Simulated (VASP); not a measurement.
# Tl (P-1) in VASP: electric field gradients with LDA

Aim: the electric field gradients of Tl with LDA.

All numbers are computed with VASP 6.6.1; they aren't measurements. Logs are shortened: lines on timing, memory, paths and dates and some standing lists are left out, and cuts for length are marked.

### 1 The cell of the first run

The typed cell holds 2 atoms: a = 3.456 Å, b = 3.486 Å, c = 5.526 Å, α = 90.41°, β = 91.14°, γ = 120.85°.

### 2 Electric field gradients, LDA (equal xy, yz and zx shear strains of -2 %)

The input, INCAR:

```
SYSTEM = Tl
  PREC = Accurate
  ENCUT = 520
  EDIFF = 1E-8
  ISMEAR = -1
  SIGMA = 0.05
  LREAL = .FALSE.
  LASPH = .TRUE.
  NELM = 60
  ALGO = Normal
  ISIF = 2
  LWAVE = .FALSE.
  LCHARG = .FALSE.
  GGA = CA
  LEFG = .TRUE.
  NBANDS = 20
```

The input, KPOINTS:

```
regular mesh
0
G
  11 11 6
  0 0 0
```

The input, POSCAR:

```
Tl
1.0
    3.4559983565     -0.0345599836     -0.0345599836
   -1.7579290020      3.0102623640     -0.0126498319
   -0.0552500000     -0.0552500000      5.5250000000
Tl
2
Direct
    0.3333333333      0.6666666667      0.2500000000
    0.6666666667      0.3333333333      0.7500000000
```

Potentials or basis: VASP PAW LDA potentials, release 64 (Tl_d).

Started as:

```sh
> cat potpaw_LDA.64/Tl_d/POTCAR > POTCAR
> mpirun -np 1 vasp_std > vasp.out
```

OUTCAR:

```text
SYSTEM = Tl
   PREC = Accurate
   ENCUT = 520
   EDIFF = 1E-8
   ISMEAR = -1
   LREAL = .FALSE.
   LASPH = .TRUE.
   NELM = 60
   ISIF = 2
   GGA = CA

 ion  position               nearest neighbor table
   1  0.333  0.667  0.250-   2 3.35   2 3.38   2 3.41   2 3.43   2 3.44   2 3.44
   2  0.667  0.333  0.750-   1 3.35   1 3.38   1 3.41   1 3.43   1 3.44   1 3.44

  LATTYP: Found a triclinic cell.
 ALAT       =     3.4264373562
 B/A-ratio  =     1.0087281861
 C/A-ratio  =     1.6126232287
 COS(alpha) =     0.0198960208
 COS(beta)  =     0.0274156886
 COS(gamma) =     0.4869832429

  Lattice vectors:

 A1 = (   1.6980693545,   2.9757023804,  -0.0472098155)
 A2 = (   3.4559983565,  -0.0345599836,  -0.0345599836)
 A3 = (   0.0552500000,   0.0552500000,  -5.5250000000)

Analysis of symmetry for initial positions (statically):
=====================================================================
 Subroutine PRICEL returns:
 Original cell was already a primitive cell.

 Routine SETGRP: Setting up the symmetry group for a
 triclinic supercell.

 Subroutine GETGRP returns: Found  2 space group operations
 (whereof  2 operations were pure point group operations)
 out of a pool of  2 trial point group operations.

The static configuration has the point symmetry S_2 .

Analysis of symmetry for dynamics (positions and initial velocities):
=====================================================================
 Subroutine PRICEL returns:
 Original cell was already a primitive cell.

 Routine SETGRP: Setting up the symmetry group for a
 triclinic supercell.

 Subroutine GETGRP returns: Found  2 space group operations
 (whereof  2 operations were pure point group operations)
 out of a pool of  2 trial point group operations.

The dynamic configuration has the point symmetry S_2 .

 Subroutine INISYM returns: Found  2 space group operations
 (whereof  2 operations are pure point group operations),
 and found     1 'primitive' translations

----------------------------------------------------------------------------------------

                                     Primitive cell

  volume of cell :      57.1319

  direct lattice vectors                    reciprocal lattice vectors
     3.455998356 -0.034559984 -0.034559984     0.291098246  0.170014543  0.004611128
    -1.757929002  3.010262364 -0.012649832     0.003375580  0.334182410  0.003375580
    -0.055250000 -0.055250000  5.525000000     0.001828607  0.001828607  0.181032047

  length of vectors
     3.456343939  3.485993961  5.525552472     0.337141508  0.334216505  0.181050517

  position of ions in fractional coordinates (direct lattice)
     0.333333333  0.666666667  0.250000000
     0.666666667  0.333333333  0.750000000

  ion indices of the primitive-cell ions
   primitive index   ion index
                 1           1
                 2           2

----------------------------------------------------------------------------------------

 KPOINTS: regular mesh

Automatic generation of k-mesh.
 Grid dimensions read from file:
 generate k-points for:   11   11    6

 Generating k-lattice:

  Cartesian coordinates                     Fractional coordinates (reciprocal lattice)
     0.026463477  0.015455868  0.000419193     0.090909091  0.000000000 -0.000000000
     0.000306871  0.030380219  0.000306871    -0.000000000  0.090909091  0.000000000
     0.000304768  0.000304768  0.030172008     0.000000000 -0.000000000  0.166666667

  Length of vectors
     0.030649228  0.030383319  0.030175086

  Shift w.r.t. Gamma in fractional coordinates (k-lattice)
     0.000000000  0.000000000  0.000000000

 Subroutine IBZKPT returns following result:
 ===========================================

 Found    364 irreducible k-points:

 Following reciprocal coordinates:
            Coordinates               Weight
  0.000000  0.000000  0.000000      1.000000
  0.090909  0.000000  0.000000      2.000000
  0.181818 -0.000000  0.000000      2.000000
  0.272727 -0.000000 -0.000000      2.000000
  0.363636 -0.000000  0.000000      2.000000
  0.454545  0.000000 -0.000000      2.000000
[... 16 lines left out ...]
  0.454545  0.181818 -0.000000      2.000000
 -0.454545  0.181818 -0.000000      2.000000
 [... further k-points ...]
   k-points           NKPTS =    364   k-points in BZ     NKDIM =    364   number of bands    NBANDS=     20
   number of dos      NEDOS =    301   number of ions     NIONS =      2
   total plane-waves  NPLWV =  32928
   dimension x,y,z NGX =    28 NGY =   28 NGZ =   42
   dimension x,y,z NGXF=    56 NGYF=   56 NGZF=   84
   ions per type =               2
   NGX,Y,Z   is equivalent  to a cutoff of  13.47, 13.35, 12.64 a.u.
   NGXF,Y,Z  is equivalent  to a cutoff of  26.94, 26.71, 25.27 a.u.
 SYSTEM =  Tl
   PREC   = accura    normal or accurate (medium, high low for compatibility)
   ISTART =      0    job   : 0-new  1-cont  2-samecut
   ICHARG =      2    charge: 1-file 2-atom 10-const
   ISPIN  =      1    spin polarized calculation?
   LNONCOLLINEAR =      F non collinear calculations
   LSORBIT =      F    spin-orbit coupling
   LASPH  =      T    aspherical Exc in radial PAW
   ENCUT  =  520.0 eV  38.22 Ry    6.18 a.u.   6.43  6.48 10.27*2*pi/ulx,y,z
   NELM   =     60;   NELMIN=  2; NELMDL= -5     # of ELM steps
   EDIFF  = 0.1E-07   stopping-criterion for ELM
   LREAL  =      F    real-space projection
   EDIFFG = 0.1E-06   stopping-criterion for IOM
   NSW    =      0    number of steps for IOM
   IBRION =     -1    ionic relax: 0-MD 1-quasi-New 2-CG
   NFREE  =      0    steps in history (QN), initial steepest desc. (CG)
   ISIF   =      2    stress and relaxation
   ISYM   =      2    0-nonsym 1-usesym 2-fastsym
   POTIM  = 0.5000    time-step for ionic-motion
   TEBEG  =    0.0;   TEEND  =   0.0 temperature during run
   PSTRESS=    0.0 pullay stress
   NELECT =      26.0000    total number of electrons
   NUPDOWN=      -1.0000    fix difference up-down
   EMIN   =  10.00;   EMAX   =-10.00  energy-range for DOS
   EFERMI =   0.00;   METHOD = LEGACY
   ISMEAR =    -1;   SIGMA  =   0.05  broadening in eV -4-tet -1-fermi 0-gaus
   EFERMI_NEDOS =   21; number of points for ismear=-14 and -15
   IALGO  =     38    algorithm
   IMIX   =      4    mixing-type and parameters
     AMIX     =   0.40;   BMIX     =  1.00
     AMIX_MAG =   1.60;   BMIX_MAG =  1.00
  volume/ion in A,a.u.               =      28.57       192.77
  Fermi-wavevector in a.u.,A,eV,Ry     =   1.259234  2.379607 21.574345  1.585670
  Thomas-Fermi vector in A             =   2.392804
   LORBIT       =      0    0 simple, 1 ext, 2 COOP (PROOUT), +10 PAW based schemes
   GGA     = CA    functional components
   LHFCALC =     F    Hartree Fock is set to
   AEXX    =    0.0000 exact exchange contribution
   IVDW    =     0    specifies the selected vdW correction
   LEPSILON=     F    determine dielectric tensor
   LRPA    =     F    only Hartree local field effects (RPA)
 non-spin polarized calculation
  energy-cutoff  :      520.00
  volume of cell :       57.13
 maximum number of plane-waves:      1561
 NGX is ok and might be reduce to    28
   NGX = 13   NGY = 13   NGZ = 21

 number of electron      26.0000001 magnetization

 Free energy of the ion-electron system (eV)
  ---------------------------------------------------
  ext. energy  EPLUGINS =         0.00000000
  ---------------------------------------------------
  free energy    TOTEN  =        -5.86581982 eV

  energy without entropy =       -5.85809713  energy(sigma->0) =       -5.86195847

 E-fermi :   6.2523     XC(G=0): -10.5094

 val. band max:        6.2491037411   @ k =   0.0909   0.3636   0.3333
 cond. band min:       6.2554041783   @ k =  -0.0909  -0.4545   0.1667
 fundamental gap:      0.0063004372
 Fermi energy:         6.2522643455

 k-point     1 :       0.0000    0.0000    0.0000
  band No.  band energies     occupation
      1      -5.4656      2.00000
      2      -5.2380      2.00000
      3      -5.2369      2.00000
      4      -5.1836      2.00000
      5      -5.1802      2.00000
      6      -5.1332      2.00000
[... 12 lines left out ...]
     19      17.1696      0.00000
     20      17.2480      0.00000

 k-point     2 :       0.0909    0.0000    0.0000
  band No.  band energies     occupation
      1      -5.4345      2.00000
      2      -5.2583      2.00000
      3      -5.1983      2.00000
      4      -5.1621      2.00000
      5      -5.1502      2.00000
      6      -5.1317      2.00000
[... 12 lines left out ...]
     19      17.3316      0.00000
     20      17.8570      0.00000

 k-point     3 :       0.1818   -0.0000    0.0000
  band No.  band energies     occupation
      1      -5.4057      2.00000
      2      -5.2680      2.00000
      3      -5.1760      2.00000
      4      -5.1611      2.00000
      5      -5.1515      2.00000
      6      -5.0944      2.00000
[... 12 lines left out ...]
     19      16.3226      0.00000
     20      17.9538      0.00000

 k-point     4 :       0.2727   -0.0000   -0.0000
  band No.  band energies     occupation
      1      -5.4622      2.00000
      2      -5.2769      2.00000
      3      -5.2629      2.00000
      4      -5.2067      2.00000
      5      -5.1225      2.00000
      6      -4.9742      2.00000
[... 12 lines left out ...]
     19      15.4775      0.00000
     20      16.9797      0.00000

 k-point     5 :       0.3636   -0.0000    0.0000
  band No.  band energies     occupation
      1      -5.5299      2.00000
      2      -5.3696      2.00000
      3      -5.3129      2.00000
      4      -5.2497      2.00000
      5      -5.0580      2.00000
      6      -4.9965      2.00000
[... 12 lines left out ...]
     19      14.7051      0.00000
     20      16.3218      0.00000
[... 353 lines left out ...]
      6      -5.0129      2.00000
[... 12 lines left out ...]
     19      14.4008      0.00000
     20      17.7043      0.00000

 k-point    22 :       0.3636    0.1818   -0.0000
  band No.  band energies     occupation
      1      -5.4639      2.00000
      2      -5.4269      2.00000
      3      -5.2559      2.00000
      4      -5.2361      2.00000
      5      -5.0615      2.00000
      6      -5.0040      2.00000
[... 12 lines left out ...]
     19      13.9974      0.00000
     20      17.5443      0.00000

 k-point    23 :       0.4545    0.1818   -0.0000
  band No.  band energies     occupation
      1      -5.4629      2.00000
      2      -5.4254      2.00000
      3      -5.2534      2.00000
      4      -5.2315      2.00000
      5      -5.0633      2.00000
      6      -5.0029      2.00000
[... 12 lines left out ...]
     19      13.9822      0.00000
     20      17.5726      0.00000

 k-point    24 :      -0.4545    0.1818   -0.0000
  band No.  band energies     occupation
      1      -5.4133      2.00000
      2      -5.3887      2.00000
      3      -5.2850      2.00000
      4      -5.2285      2.00000
      5      -5.0511      2.00000
      6      -5.0179      2.00000
[... 12 lines left out ...]
     19      14.3669      0.00000
     20      17.7899      0.00000

 [... further k-points ...]

------------------------ aborting loop because EDIFF is reached ----------------------------------------

  FORCE on cell =-STRESS in cart. coord.  units (eV):
  Direction    XX          YY          ZZ          XY          YZ          ZX
  --------------------------------------------------------------------------------------
  -------------------------------------------------------------------------------------
  Total       -0.5982788     -0.5981355     -0.6475476     -0.0013703      0.0039723     -0.0049667
  in kB      -16.7778142    -16.7737961    -18.1594838     -0.0384292      0.1113961     -0.1392837
  external PRESSURE =     -17.2370314 kB  Pullay stress =       0.0000000 kB

 VOLUME and BASIS-vectors are now :
 -----------------------------------------------------------------------------
  energy-cutoff  :      520.00
  volume of cell :       57.13
      direct lattice vectors                 reciprocal lattice vectors
     3.455998356 -0.034559984 -0.034559984     0.291098246  0.170014543  0.004611128
    -1.757929002  3.010262364 -0.012649832     0.003375580  0.334182410  0.003375580
    -0.055250000 -0.055250000  5.525000000     0.001828607  0.001828607  0.181032047

 POSITION                                       TOTAL-FORCE (eV/Angst)
 -----------------------------------------------------------------------------------
     -0.03377      1.98151      1.36130         0.020641     -0.001746      0.002498
      1.67659      0.93894      4.11649        -0.020641      0.001746     -0.002498
 -----------------------------------------------------------------------------------
    total drift:                                0.000000     -0.000000     -0.000000

  FREE ENERGIE OF THE ION-ELECTRON SYSTEM (eV)
  ---------------------------------------------------
  free  energy   TOTEN  =        -5.8658198164 eV

  energy  without entropy=       -5.8580971336  energy(sigma->0) =       -5.86195847

 Electric field gradients (V/A^2)
---------------------------------------------------------------------
 ion       V_xx      V_yy      V_zz      V_xy      V_xz      V_yz
---------------------------------------------------------------------
   1      11.008    12.391   -23.400    -4.034    -6.602    -6.651
   2      11.008    12.391   -23.400    -4.034    -6.602    -6.651
---------------------------------------------------------------------

 Electric field gradients after diagonalization (V/A^2)
 (convention: |V_zz| > |V_xx| > |V_yy|)
----------------------------------------------------------------------
 ion       V_xx      V_yy      V_zz     asymmetry (V_yy - V_xx)/ V_zz
----------------------------------------------------------------------
   1      15.817    10.191   -26.008       0.216
   2      15.817    10.191   -26.008       0.216
----------------------------------------------------------------------

           NMR quadrupolar parameters

 Cq : quadrupolar parameter    Cq=e*Q*V_zz/h
 eta: asymmetry parameters     (V_yy - V_xx)/ V_zz
 Q  : nuclear electric quadrupole moment in mb (millibarn)
----------------------------------------------------------------------
 ion       Cq(MHz)       eta       Q (mb)
----------------------------------------------------------------------
   1      -0.063       0.216       1.000
   2      -0.063       0.216       1.000
----------------------------------------------------------------------
```

Run time: 4.1 min. Hardware: 1 thread of AMD EPYC 7R43 (Zen 3), shared host; peak memory 0.38 GiB.

What came out:

| Quantity | Value |
| --- | --- |
| Free energy | -5.8658 eV |
| Pressure | -1.7 GPa |
| Largest force | 0.021 eV/Å |
| Band gap on the k mesh | zero (bands 13 and 14 overlap by 5.60 eV) |
| Largest electric field gradient by atom | Tl -26.0 V/Å² |

Forces on the atoms (eV/Å):
```
Tl   0.021 -0.002  0.002
Tl  -0.021  0.002 -0.002
```

Stress tensor (GPa, compression positive):
```
-1.68  0.00 -0.01
 0.00 -1.68  0.01
-0.01  0.01 -1.82
```

Electric field gradients, principal values (V/Å²):
| atom | least | middle | greatest (by size) |
| --- | --- | --- | --- |
| 1 Tl | 10.191 | 15.817 | -26.008 |
| 2 Tl | 10.191 | 15.817 | -26.008 |

Caveat: the cell differs from its parent crystal (equal xy, yz and zx shear strains of -2 %); without QUAD_EFG the Cq values of the log hold for a quadrupole moment of 1 mb, not for the nuclei; spin-orbit coupling is left out, which moves the levels of the heavy elements.
